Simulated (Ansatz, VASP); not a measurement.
# Two plane-wave programs on SiNi2

```
Si Ni
1.0
     2.57729    0.00000    0.00000
     0.00000    2.57729    0.00000
     0.00000    0.00000    5.46794
Si Ni
1 2
Direct
  0.00000 0.00000 0.38093
  0.00000 0.00000 0.97841
  0.50000 0.50000 0.65361
```

Alike in both runs: functional PBE; k mesh 18 × 18 × 8; occupations gaussian, width 0.1 eV; no spin polarisation.

Ansatz relaxed the structure, and its values are those at the end. VASP's run is a single point on that final structure, the one shown.

|  | VASP | Ansatz |
| --- | --- | --- |
| version | VASP 6.6.1 | Ansatz 0.2.0 |
| potentials or method | VASP PAW PBE potentials, release 64 (Si, Ni), cutoff 600 eV | scalar-relativistic, plane waves, PAW |
| valence electrons in the cell | 24 | 40 |

|  | VASP | Ansatz | Ansatz less VASP |
| --- | --- | --- | --- |
| gap on the k mesh at the Fermi level (eV) | none | none | - |
| pressure (GPa) | 0.3 | 0.0 | -0.32 |
| rms of the force components (eV/Å) | 0.011 | 0.004 | -0.0069 |

A gap of «none» marks a metal or a gap that the smearing closes. VASP's potentials hold 24 valence electrons a cell and Ansatz's 40, so a difference there can come from the potentials and not from the codes.
